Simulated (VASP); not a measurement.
# Au (P6_3/mmc) in VASP: relaxation of the atoms with PBE

Aim: the relaxation of the atoms of Au with PBE.

Program: VASP 6.6.1. These are calculated values, not measurements. Logs are shortened: lines on timing, memory, paths and dates and some standing lists are left out, and cuts for length are marked.

### 1 The cell of the first run

It takes space group P6_3/mmc (No. 194, hexagonal). The conventional cell has a = 2.900 Å, b = 2.900 Å, c = 4.929 Å, α = 90.00°, β = 90.00°, γ = 120.00°. Within 3.8 Å of Au (site symmetry -6m2) lie 12 Au at 2.90 to 2.98 Å.

This isn't the form of Au at room conditions, which is fcc.

### 2 Relaxation of the atoms, PBE (z stretched by +1 %)

File INCAR:

```
SYSTEM = Au
  ALGO = Normal
  EDIFF = 1E-6
  EDIFFG = -0.02
  ENCUT = 520
  GGA = PE
  IBRION = 2
  ISIF = 2
  ISMEAR = -1
  LASPH = .TRUE.
  LCHARG = .FALSE.
  LREAL = .FALSE.
  LWAVE = .FALSE.
  NELM = 60
  NSW = 80
  PREC = Accurate
  SIGMA = 0.05
```

File KPOINTS:

```
k-points
0
G
  18 18 10
  0 0 0
```

File POSCAR:

```
Au
1.0
    2.9000000000      0.0000000000      0.0000000000
   -1.4500000000      2.5114736710      0.0000000000
    0.0000000000      0.0000000000      4.9288000000
Au
2
Direct
    0.3333333333      0.6666666667      0.7500000000
    0.6666666667      0.3333333333      0.2500000000
```

Potentials or basis: VASP PAW PBE potentials, release 64 (Au).

Launch:

```bash
> cat potpaw_PBE.64/Au/POTCAR > POTCAR
> mpirun -np 1 vasp_std > vasp.out
```

OUTCAR:

```text
SYSTEM = Au
   EDIFF = 1E-6
   EDIFFG = -0.02
   ENCUT = 520
   GGA = PE
   IBRION = 2
   ISIF = 2
   ISMEAR = -1
   LASPH = .TRUE.
   LREAL = .FALSE.
   NELM = 60
   NSW = 80
   PREC = Accurate

 ion  position               nearest neighbor table
   1  0.333  0.667  0.750-   2 2.98   2 2.98   2 2.98   2 2.98   2 2.98   2 2.98
   2  0.667  0.333  0.250-   1 2.98   1 2.98   1 2.98   1 2.98   1 2.98   1 2.98

  LATTYP: Found a hexagonal cell.
 ALAT       =     2.9000000000
 C/A-ratio  =     1.6995862069

  Lattice vectors:

 A1 = (   2.9000000000,   0.0000000000,   0.0000000000)
 A2 = (  -1.4500000000,   2.5114736710,   0.0000000000)
 A3 = (   0.0000000000,   0.0000000000,   4.9288000000)

Analysis of symmetry for initial positions (statically):
=====================================================================
 Subroutine PRICEL returns:
 Original cell was already a primitive cell.

 Routine SETGRP: Setting up the symmetry group for a
 hexagonal supercell.

 Subroutine GETGRP returns: Found 24 space group operations
 (whereof 12 operations were pure point group operations)
 out of a pool of 24 trial point group operations.

The static configuration has the point symmetry D_3d.
 The point group associated with its full space group is D_6h.

Analysis of symmetry for dynamics (positions and initial velocities):
=====================================================================
 Subroutine PRICEL returns:
 Original cell was already a primitive cell.

 Routine SETGRP: Setting up the symmetry group for a
 hexagonal supercell.

 Subroutine GETGRP returns: Found 24 space group operations
 (whereof 12 operations were pure point group operations)
 out of a pool of 24 trial point group operations.

The dynamic configuration has the point symmetry D_3d.
 The point group associated with its full space group is D_6h.

 Subroutine INISYM returns: Found 24 space group operations
 (whereof 12 operations are pure point group operations),
 and found     1 'primitive' translations

----------------------------------------------------------------------------------------

                                     Primitive cell

  volume of cell :      35.8978

  direct lattice vectors                    reciprocal lattice vectors
     2.900000000  0.000000000  0.000000000     0.344827586  0.199086300  0.000000000
    -1.450000000  2.511473671  0.000000000     0.000000000  0.398172599  0.000000000
     0.000000000  0.000000000  4.928800000     0.000000000  0.000000000  0.202889141

  length of vectors
     2.900000000  2.900000000  4.928800000     0.398172599  0.398172599  0.202889141

  position of ions in fractional coordinates (direct lattice)
     0.333333333  0.666666667  0.750000000
     0.666666667  0.333333333  0.250000000

  ion indices of the primitive-cell ions
   primitive index   ion index
                 1           1
                 2           2

----------------------------------------------------------------------------------------

 KPOINTS: k-points

Automatic generation of k-mesh.
 Grid dimensions read from file:
 generate k-points for:   18   18   10

 Generating k-lattice:

  Cartesian coordinates                     Fractional coordinates (reciprocal lattice)
     0.019157088  0.011060350  0.000000000     0.055555556  0.000000000  0.000000000
     0.000000000  0.022120700  0.000000000     0.000000000  0.055555556  0.000000000
     0.000000000  0.000000000  0.020288914     0.000000000  0.000000000  0.100000000

  Length of vectors
     0.022120700  0.022120700  0.020288914

  Shift w.r.t. Gamma in fractional coordinates (k-lattice)
     0.000000000  0.000000000  0.000000000

 Subroutine IBZKPT returns following result:
 ===========================================

 Found    222 irreducible k-points:

 Following reciprocal coordinates:
            Coordinates               Weight
  0.000000  0.000000  0.000000      1.000000
  0.055556  0.000000  0.000000      6.000000
  0.111111  0.000000  0.000000      6.000000
  0.166667  0.000000  0.000000      6.000000
  0.222222  0.000000  0.000000      6.000000
  0.277778  0.000000  0.000000      6.000000
[... 16 lines left out ...]
  0.333333  0.111111  0.000000     12.000000
  0.388889  0.111111  0.000000     12.000000
 [... further k-points ...]
   k-points           NKPTS =    222   k-points in BZ     NKDIM =    222   number of bands    NBANDS=     15
   number of dos      NEDOS =    301   number of ions     NIONS =      2
   total plane-waves  NPLWV =  23040
   dimension x,y,z NGX =    24 NGY =   24 NGZ =   40
   dimension x,y,z NGXF=    48 NGYF=   48 NGZF=   80
   ions per type =               2
   NGX,Y,Z   is equivalent  to a cutoff of  13.76, 13.76, 13.49 a.u.
   NGXF,Y,Z  is equivalent  to a cutoff of  27.52, 27.52, 26.98 a.u.
 SYSTEM =  Au
   PREC   = accura    normal or accurate (medium, high low for compatibility)
   ISTART =      0    job   : 0-new  1-cont  2-samecut
   ICHARG =      2    charge: 1-file 2-atom 10-const
   ISPIN  =      1    spin polarized calculation?
   LNONCOLLINEAR =      F non collinear calculations
   LSORBIT =      F    spin-orbit coupling
   LASPH  =      T    aspherical Exc in radial PAW
   ENCUT  =  520.0 eV  38.22 Ry    6.18 a.u.   5.39  5.39  9.16*2*pi/ulx,y,z
   NELM   =     60;   NELMIN=  2; NELMDL= -5     # of ELM steps
   EDIFF  = 0.1E-05   stopping-criterion for ELM
   LREAL  =      F    real-space projection
   EDIFFG = -.2E-01   stopping-criterion for IOM
   NSW    =     80    number of steps for IOM
   IBRION =      2    ionic relax: 0-MD 1-quasi-New 2-CG
   NFREE  =      1    steps in history (QN), initial steepest desc. (CG)
   ISIF   =      2    stress and relaxation
   ISYM   =      2    0-nonsym 1-usesym 2-fastsym
   POTIM  = 0.5000    time-step for ionic-motion
   TEBEG  =    0.0;   TEEND  =   0.0 temperature during run
   PSTRESS=    0.0 pullay stress
   NELECT =      22.0000    total number of electrons
   NUPDOWN=      -1.0000    fix difference up-down
   EMIN   =  10.00;   EMAX   =-10.00  energy-range for DOS
   EFERMI =   0.00;   METHOD = LEGACY
   ISMEAR =    -1;   SIGMA  =   0.05  broadening in eV -4-tet -1-fermi 0-gaus
   EFERMI_NEDOS =   21; number of points for ismear=-14 and -15
   IALGO  =     38    algorithm
   IMIX   =      4    mixing-type and parameters
     AMIX     =   0.40;   BMIX     =  1.00
     AMIX_MAG =   1.60;   BMIX_MAG =  1.00
  volume/ion in A,a.u.               =      17.95       121.13
  Fermi-wavevector in a.u.,A,eV,Ry     =   1.390571  2.627798 26.309412  1.933687
  Thomas-Fermi vector in A             =   2.514493
   LORBIT       =      0    0 simple, 1 ext, 2 COOP (PROOUT), +10 PAW based schemes
   GGA     = PE    functional components
   LHFCALC =     F    Hartree Fock is set to
   AEXX    =    0.0000 exact exchange contribution
   IVDW    =     0    specifies the selected vdW correction
   LEPSILON=     F    determine dielectric tensor
   LRPA    =     F    only Hartree local field effects (RPA)
 conjugate gradient relaxation of ions
 non-spin polarized calculation
  energy-cutoff  :      520.00
  volume of cell :       35.90
 maximum number of plane-waves:      1002
 NGX is ok and might be reduce to    24
   NGX = 11   NGY = 11   NGZ = 19

 number of electron      22.0000002 magnetization

 Free energy of the ion-electron system (eV)
  ---------------------------------------------------
  ext. energy  EPLUGINS =         0.00000000
  ---------------------------------------------------
  free energy    TOTEN  =        -6.42645637 eV

  energy without entropy =       -6.41944359  energy(sigma->0) =       -6.42294998

 E-fermi :   8.6151     XC(G=0): -12.4056

 val. band max:        8.6059061665   @ k =   0.2778   0.2222   0.2000
 cond. band min:       8.6179909020   @ k =   0.4444   0.0000   0.5000
 fundamental gap:      0.0120847354
 Fermi energy:         8.6151115277

 k-point     1 :       0.0000    0.0000    0.0000
  band No.  band energies     occupation
      1      -0.6885      2.00000
      2       1.6538      2.00000
      3       3.9841      2.00000
      4       4.2999      2.00000
      5       4.2999      2.00000
      6       4.5700      2.00000
      7       4.5700      2.00000
      8       5.2862      2.00000
      9       5.2862      2.00000
     10       6.4805      2.00000
     11       6.4805      2.00000
     12       7.6570      2.00000
     13      10.9177      0.00000
     14      23.3082      0.00000
     15      24.0810      0.00000

 k-point     2 :       0.0556    0.0000    0.0000
  band No.  band energies     occupation
      1      -0.5934      2.00000
      2       1.7333      2.00000
      3       3.9678      2.00000
      4       4.3101      2.00000
      5       4.3617      2.00000
      6       4.5362      2.00000
      7       4.6279      2.00000
      8       5.2202      2.00000
      9       5.2494      2.00000
     10       6.0891      2.00000
     11       6.4948      2.00000
     12       8.1593      1.99978
     13      10.9185      0.00000
     14      23.3499      0.00000
     15      24.2147      0.00000

 k-point     3 :       0.1111    0.0000    0.0000
  band No.  band energies     occupation
      1      -0.3140      2.00000
      2       1.9572      2.00000
      3       3.8941      2.00000
      4       4.3486      2.00000
      5       4.4817      2.00000
      6       4.5433      2.00000
      7       4.7979      2.00000
      8       4.9698      2.00000
      9       5.1498      2.00000
     10       5.5722      2.00000
     11       6.5301      2.00000
     12       9.0651      0.00025
     13      10.9256      0.00000
     14      22.9539      0.00000
     15      24.5147      0.00000
[... 343 lines left out ...]
 k-point    23 :       0.3333    0.1111    0.0000
  band No.  band energies     occupation
      1       2.3284      2.00000
      2       2.5642      2.00000
      3       2.9474      2.00000
      4       4.2730      2.00000
      5       4.2969      2.00000
      6       4.6062      2.00000
      7       4.6429      2.00000
      8       6.0246      2.00000
      9       6.5482      2.00000
     10       6.5943      2.00000
     11       7.6267      2.00000
     12      12.4901      0.00000
     13      13.3247      0.00000
     14      14.8477      0.00000
     15      17.4770      0.00000

 k-point    24 :       0.3889    0.1111    0.0000
  band No.  band energies     occupation
      1       2.4206      2.00000
      2       2.4736      2.00000
      3       2.8050      2.00000
      4       4.2757      2.00000
      5       4.4978      2.00000
      6       4.6274      2.00000
      7       4.7933      2.00000
      8       6.4483      2.00000
      9       6.5448      2.00000
     10       6.7323      2.00000
     11       8.5660      1.45510
     12      11.4738      0.00000
     13      13.6448      0.00000
     14      15.7374      0.00000
     15      16.3265      0.00000

 [... further k-points ...]
[... 5 lines left out ...]
  --------------------------------------------------------------------------------------
  -------------------------------------------------------------------------------------
  Total        0.1432546      0.1432546     -0.0241528      0.0000000      0.0000000      0.0000000
  in kB        6.3936880      6.3936880     -1.0779796      0.0000000      0.0000000      0.0000000
  external PRESSURE =       3.9031321 kB  Pullay stress =       0.0000000 kB

 VOLUME and BASIS-vectors are now :
 -----------------------------------------------------------------------------
  energy-cutoff  :      520.00
  volume of cell :       35.90
      direct lattice vectors                 reciprocal lattice vectors
     2.900000000  0.000000000  0.000000000     0.344827586  0.199086300  0.000000000
    -1.450000000  2.511473671  0.000000000     0.000000000  0.398172599  0.000000000
     0.000000000  0.000000000  4.928800000     0.000000000  0.000000000  0.202889141

 POSITION                                       TOTAL-FORCE (eV/Angst)
 -----------------------------------------------------------------------------------
     -0.00000      1.67432      3.69660         0.000000     -0.000000      0.000000
      1.45000      0.83716      1.23220        -0.000000      0.000000      0.000000
 -----------------------------------------------------------------------------------
    total drift:                               -0.000000      0.000000     -0.000000

  FREE ENERGIE OF THE ION-ELECTRON SYSTEM (eV)
  ---------------------------------------------------
  free  energy   TOTEN  =        -6.4264563733 eV

  energy  without entropy=       -6.4194435911  energy(sigma->0) =       -6.42294998

 reached required accuracy - stopping structural energy minimisation
```

It took 2 min on 1 thread of Oxide Virtual Turin-like, shared host; peak memory 0.21 GiB.

What came out:

* Free energy: -6.4265 eV
* Pressure after relaxing: 0.4 GPa
* Band gap on the k mesh: zero (bands 11 and 12 overlap by 6.63 eV)

Final structure:
```xyz
2
Lattice="2.9000 0.0000 0.0000 -1.4500 2.5115 0.0000 0.0000 0.0000 4.9288" Properties=species:S:1:pos:R:3 pbc="T T T"
Au    0.0000    1.6743    3.6966
Au    1.4500    0.8372    1.2322
```

Caveat: the cell differs from its parent crystal (z stretched by +1 %); spin-orbit coupling is left out, which moves the levels of the heavy elements.
